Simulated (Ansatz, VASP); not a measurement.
# One calculation of Te2Mo, two programs

INCAR

```
SYSTEM = Te2Mo
PREC = Accurate ; ENCUT = 520
EDIFF = 1E-6 ; ISMEAR = 0
SIGMA = 0.05 ; LREAL = .False.
LASPH = .True. ; NELM = 80
ALGO = Normal ; ISIF = 2
LWAVE = .False. ; LCHARG = .False.
LDIPOL = .True. ; IDIPOL = 3
DIPOL = 0.5 0.5 0.402 ; GGA = PE
IVDW = 12 ; NBANDS = 35
```

KPOINTS

```
regular mesh
0
Gamma
  9 9 1
  0 0 0
```

The input POSCAR:

```
Te2Mo
1.0
    3.5038817003      0.0000000000      0.0000000000
   -1.7519408501      3.0344505643      0.0000000000
    0.0000000000      0.0000000000     24.7677199090
Te Mo
4 2
Direct
    0.3333333333      0.6666666667      0.1816881011
    0.3333333333      0.6666666667      0.3284056823
    0.5000000000      1.3333333333      0.4749674172
    0.5000000000      1.3333333333      0.6216849983
    0.6666666667      0.3333333333      0.2550468917
    0.1666666667      1.6666666667      0.5483262077
```

Input for Ansatz:

```yaml
crystal:
  lattice:
    - [3.5038817003, 0.0, 0.0]
    - [-1.7519408501, 3.0344505643, 0.0]
    - [0.0, 0.0, 24.767719909]
  atoms:
    - { symbol: Te, position: [0.3333333333, 0.6666666667, 0.1816881011] }
    - { symbol: Mo, position: [0.6666666667, 0.3333333333, 0.2550468917] }
    - { symbol: Te, position: [0.3333333333, 0.6666666667, 0.3284056823] }
    - { symbol: Te, position: [0.5, 1.3333333333, 0.4749674172] }
    - { symbol: Mo, position: [0.1666666667, 1.6666666667, 0.5483262077] }
    - { symbol: Te, position: [0.5, 1.3333333333, 0.6216849983] }
basis:
  ecutwfc: 420
kpoints:
  mp_grid: { grid: [9, 9, 1] }
hamiltonian:
  xc: pbe
  pseudopotentials: { kind: paw, azcp: { folder: soft_1 } }
  dispersion: d3bj
scf:
  occupations: { method: gaussian, width: 0.05 }
output:
  forces: true
  eigenvalues: true
efield:
  axis: 3
  dipole_correction: true
  ramp_width: 0.04
```

Alike in both runs: task single point; functional PBE; dispersion D3(BJ); k mesh 9 × 9 × 1; occupations gaussian, width 0.05 eV; no spin polarisation.

```csv
,VASP,Ansatz
version,VASP 6.6.1,Ansatz 0.2.0
potentials or method,"VASP PAW PBE potentials, release 64 (Te, Mo_sv), cutoff 520 eV","scalar-relativistic, plane waves, PAW"
valence electrons in the cell,52,92
```

Ansatz gave:

* gap on the k mesh at the Fermi level (eV): 1.09
* least direct gap on the mesh (eV): 1.15
* rms of the force components (eV/Å): 0.031

Task: What did VASP give for the same quantities?

Result: gap on the k mesh at the Fermi level (eV): 1.09; least direct gap on the mesh (eV): 1.15; rms of the force components (eV/Å): 0.035.

VASP's potentials hold 52 valence electrons a cell and Ansatz's 92, so a difference there can come from the potentials and not from the codes.

Neither program's run includes spin-orbit coupling.
